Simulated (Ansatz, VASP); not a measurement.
## In2Au in VASP and in Ansatz

File INCAR:

```
PREC = Accurate
ENCUT = 520
EDIFF = 1E-8
ISMEAR = -1
SIGMA = 0.05
LREAL = F
LASPH = T
NELM = 60
ALGO = Normal
ISIF = 2
LWAVE = F
LCHARG = F
LEFG = T
NBANDS = 26
```

Contents of KPOINTS:

```
Automatic mesh
0
Gamma
  10 10 10
```

The input POSCAR:

```
In2Au
1.0
    0.0000000000      3.2184900000      3.2510000000
    3.2184900000      0.0000000000      3.2510000000
    3.2184900000      3.2184900000      0.0000000000
In Au
2 1
Direct
    0.2500000000      0.2500000000      0.2500000000
    0.7500000000      0.7500000000      0.7500000000
    0.0000000000      0.0000000000      0.0000000000
```

Input for Ansatz:

```yaml
crystal:
  lattice:
    - [0.0, 3.21849, 3.251]
    - [3.21849, 0.0, 3.251]
    - [3.21849, 3.21849, 0.0]
  atoms:
    - { symbol: In, position: [0.25, 0.25, 0.25] }
    - { symbol: In, position: [0.75, 0.75, 0.75] }
    - { symbol: Au, position: [0.0, 0.0, 0.0] }
kpoints:
  mp_grid: { grid: [10, 10, 10] }
scf:
  occupations: { method: fermi_dirac, width: 0.05 }
hamiltonian:
  xc: lda
  pseudopotentials: { kind: all_electron, datasets: crystal }
output:
  forces: true
  stress: true
  eigenvalues: true
  efg: { contact_densities: true }
```

Change from the starting cell: equal xx and yy strain of -1 %, crystal datasets.

Alike in both runs: task electric field gradients; functional LDA; k mesh 10 × 10 × 10; occupations fermi-dirac, width 0.05 eV; no spin polarisation.

```csv
,VASP,Ansatz
version,VASP 6.6.1,Ansatz 0.2.0
potentials or method,"VASP PAW LDA potentials, release 64 (In_d, Au), cutoff 520 eV","all-electron PAW with datasets made for the crystal, scalar-relativistic"
```

|  | VASP | Ansatz | Ansatz less VASP |
| --- | --- | --- | --- |
| pressure (GPa) | 0.3 | 0.1 | -0.12 |
| traceless stress, the component that is largest in VASP (GPa) | -0.24 | -0.23 | +0.007 |
| size of Vzz on the site where it differs most (V/Å²) | 4.2 | 1.8 | -2.34 |

LDA's correlation is that of Perdew and Zunger in VASP and of Perdew and Wang (1992) in Ansatz. Ansatz ran all-electron here, and VASP with PAW potentials.

Neither program's run includes spin-orbit coupling.
